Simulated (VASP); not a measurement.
The system is ZrB.

```
CELL_PARAMETERS angstrom
0.00000 2.32500 2.32500
2.32500 0.00000 2.32500
2.32500 2.32500 0.00000
ATOMIC_POSITIONS crystal
Zr 0.00000 0.00000 0.00000
B 0.50000 0.50000 0.50000
```

* Program: VASP 6.6.1
* Task: relaxation of cell and atoms
* Functional: HSE06
* Potentials or basis: VASP PAW PBE potentials, release 64 (Zr_sv, B)
* Cutoff: 600 eV
* k mesh: 5 × 5 × 5
* Occupations: fermi-dirac, width 0.05 eV
* Spin: no spin polarisation

At the start: pressure 34.9 GPa; volume 12.57 Å³/atom.

Question: Where does the relaxation end?

Answer: Over 18 steps the energy falls by 200.0 meV/atom and the volume is 14.64 Å³/atom (+16.5 %); space group Fm-3m (No. 225, to 0.1 Å) before and after.

Step by step:
| step | energy change (eV) | largest force (eV/Å) | pressure (GPa) | volume (Å³) |
| --- | --- | --- | --- | --- |
| 1 | 0.0000 | 0.0000 | 34.89 | 25.14 |
| 2 | 0.2455 | 0.0000 | -24.05 | 36.47 |
| 3 | -0.3990 | 0.0000 | -1.31 | 29.53 |
| 4 | -0.3999 | 0.0000 | -0.21 | 29.33 |
| 5 | -0.3999 | 0.0000 | 0.30 | 29.24 |
| 6 | -0.3999 | 0.0000 | 0.32 | 29.24 |
| 7 | -0.3999 | 0.0000 | 0.34 | 29.25 |
| 8 | -0.3999 | 0.0000 | 0.29 | 29.25 |
| 9 | -0.3999 | 0.0000 | 0.29 | 29.25 |
| 10 | -0.3999 | 0.0000 | 0.28 | 29.25 |
| 11 | -0.3999 | 0.0000 | 0.28 | 29.25 |
| 12 | -0.3999 | 0.0000 | 0.28 | 29.25 |
| 13 | -0.3999 | 0.0000 | 0.29 | 29.25 |
| 14 | -0.3999 | 0.0000 | 0.30 | 29.25 |
| 15 | -0.3999 | 0.0000 | 0.30 | 29.25 |
| 16 | -0.3999 | 0.0000 | 0.27 | 29.26 |
| 17 | -0.3999 | 0.0000 | 0.20 | 29.27 |
| 18 | -0.4000 | 0.0000 | 0.10 | 29.29 |

Final structure:
```
Zr B
1.0
     0.00000    2.44659    2.44659
     2.44659    0.00000    2.44659
     2.44659    2.44659    0.00000
Zr B
1 1
Direct
  0.00000 0.00000 0.00000
  0.50000 0.50000 0.50000
```

Caveat: the k points lie up to 0.44 Å⁻¹ apart in the final cell, too coarse for converged energies and pressures of a metal; the volume moved by over 15 % at a fixed basis, so the end points are rough; the PAW data sets were made with another functional, which shifts forces and pressure a little.
